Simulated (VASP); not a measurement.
Here is a VASP 6.6.1 calculation.

File INCAR:

```
  PREC = Accurate
  ENCUT = 520
  EDIFF = 1E-6
  ISMEAR = -1
  SIGMA = 0.1
  LREAL = F
  LASPH = T
  NELM = 80
  ALGO = Normal
  ISIF = 2
  LWAVE = F
  LCHARG = T
  GGA = B5
  ALDAX = 1.0
  AGGAX = 1.0
  AGGAC = 1.0
  ALDAC = 0.0
  LELF = T
  LVHAR = T
  NBANDS = 18
```

KPOINTS

```
Automatic mesh
0
Gamma
  14 14 13
```

Contents of POSCAR:

```
Ta
1.0
   -3.7012273564      3.7018916260      1.5179057153
    3.7018916260     -3.7012273564      1.5179057153
    1.9209067619      1.9209067619     -1.5166891043
Ta
2
Direct
    0.9999515128      0.0000484872      1.0000000000
    0.7500484872      0.2499515128      0.5000000000
```

Potentials or basis: VASP PAW PBE potentials, release 64 (Ta_pv).

Command:

```console
$ cat potpaw_PBE.64/Ta_pv/POTCAR > POTCAR
$ mpirun -np 1 vasp_std > vasp.out
```

Problem. Predict the pressure.

Solution. -15.3 GPa.

Problem. What does it give for the band gap on the k mesh?

Solution. Zero (band 11 reaches 6.10 eV, above the bottom of band 12 at 4.08 eV).

Forces on the atoms (eV/Å):
```
Ta  -0.002  0.002  0.000
Ta   0.002 -0.002  0.000
```

Caveat: the PAW data sets were made with another functional, which shifts forces and pressure a little; spin-orbit coupling is left out, which moves the levels of the heavy elements.
